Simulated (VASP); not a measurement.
Si2Ni (a.f): relaxation of cell and atoms with PBEsol

Si2Ni (a.f):

```
Ni Si
1.0
     0.00000    2.69500    2.69500
     2.69500    0.00000    2.69500
     2.69500    2.69500    0.00000
Ni Si
1 2
Direct
  0.00000 0.00000 0.00000
  0.25000 0.25000 0.25000
  0.75000 0.75000 0.75000
```

- Program: VASP 6.6.1
- Task: relaxation of cell and atoms
- Functional: PBEsol
- Potentials or basis: VASP PAW PBE potentials, release 64 (Ni, Si)
- Cutoff: 600 eV
- k mesh: 14 × 14 × 14
- Occupations: gaussian, width 0.1 eV
- Spin: no spin polarisation
- Dipole correction: no
- Further INCAR settings: ALGO = Normal; EDIFF = 1e-07; IBRION = 2; EDIFFG = -0.002; NSW = 100; ISIF = 3

```json
{
  "Relaxed volume": "13.07 Å³/atom",
  "Relaxed cell": "a = 3.813 Å, b = 3.813 Å, c = 3.813 Å, α = 60.00°, β = 60.00°, γ = 60.00°",
  "Space group after relaxing (to 0.05 Å)": "Fm-3m (No. 225)",
  "Energy gained by relaxing": "0.0 meV/atom",
  "Ionic steps": "3",
  "Pressure after relaxing": "0.0 GPa",
  "Band gap on the k mesh": "zero (band 9 reaches 12.20 eV, above the bottom of band 10 at 10.07 eV)"
}
```

Final structure:
```cif
data_structure
_symmetry_space_group_name_H-M 'P 1'
_symmetry_Int_Tables_number 1
_cell_length_a 3.8132
_cell_length_b 3.8132
_cell_length_c 3.8132
_cell_angle_alpha 60.000
_cell_angle_beta 60.000
_cell_angle_gamma 60.000
_cell_volume 39.21
loop_
_atom_site_label
_atom_site_type_symbol
_atom_site_fract_x
_atom_site_fract_y
_atom_site_fract_z
_atom_site_occupancy
Ni1 Ni 0.00000 0.00000 0.00000 1
Si1 Si 0.25000 0.25000 0.25000 1
Si2 Si 0.75000 0.75000 0.75000 1
```

Levels at points of the mesh, in eV from the Fermi level:
```tsv
k point	band 7	band 8	band 9	band 10	band 11	band 12
(0.00, 0.00, 0.00)	-0.26	1.68	1.68	1.68	2.20	2.20
(0.50, 0.00, 0.00)	-3.42	-1.51	-1.51	1.71	1.77	1.77
(0.50, 0.50, 0.00)	-3.70	-3.53	-3.19	-0.45	1.29	7.71
```

It took 3.7 min on 1 thread of Intel Xeon 8259CL, on a shared host, peak memory 0.22 GiB.

Caveat: the PAW data sets were made with another functional, which shifts forces and pressure a little. Spin polarisation is off, so any magnetic state and its effect on volume and gap are missing.
